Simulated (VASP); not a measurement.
NaI (zincblende type), 2 atoms in the cell. It takes space group Imm2 (No. 44, orthorhombic). The conventional cell has a = 5.065 Å, b = 5.065 Å, c = 7.163 Å, α = 90.00°, β = 90.00°, γ = 90.00°. Na (site symmetry mm2) has 4 I at 3.08 to 3.12 Å within 4.1 Å. I (site symmetry mm2) has 4 Na at 3.08 to 3.12 Å within 4.1 Å.  This cell differs from its parent crystal: atom 1 (Na) moved by [0.03, 0.0, 0.0] A.

| Item | Value |
| --- | --- |
| Program | VASP 6.6.1 |
| Task | electric field gradients |
| Functional | PBE |
| Potentials or basis | VASP PAW PBE potentials, release 64 (Na_pv, I) |
| Cutoff | 520 eV |
| k mesh | 10 × 10 × 10 |
| Occupations | fermi-dirac, width 0.05 eV |
| Spin | no spin polarisation |
| Dipole correction | no |
| Further INCAR settings | ALGO = Normal; EDIFF = 1e-08; NBANDS = 14 |

Potentials or basis: VASP PAW PBE potentials, release 64 (Na_pv, I).

The run is started by

```bash
$ cat potpaw_PBE.64/Na_pv/POTCAR potpaw_PBE.64/I/POTCAR > POTCAR
$ mpirun -np 1 vasp_std > vasp.out
```

Hardware: 1 thread of Intel(R) Xeon(R) Platinum 8259CL CPU @ 2.50GHz (Skylake/Cascade Lake), with other jobs on the host.

Question: Estimate the wall time of this run.

Answer: It took 3.1 min on 1 thread of Intel(R) Xeon(R) Platinum 8259CL CPU @ 2.50GHz (Skylake/Cascade Lake), with other jobs on the host, peak memory 0.39 GiB. Counts: scf iterations 16, k points 171.
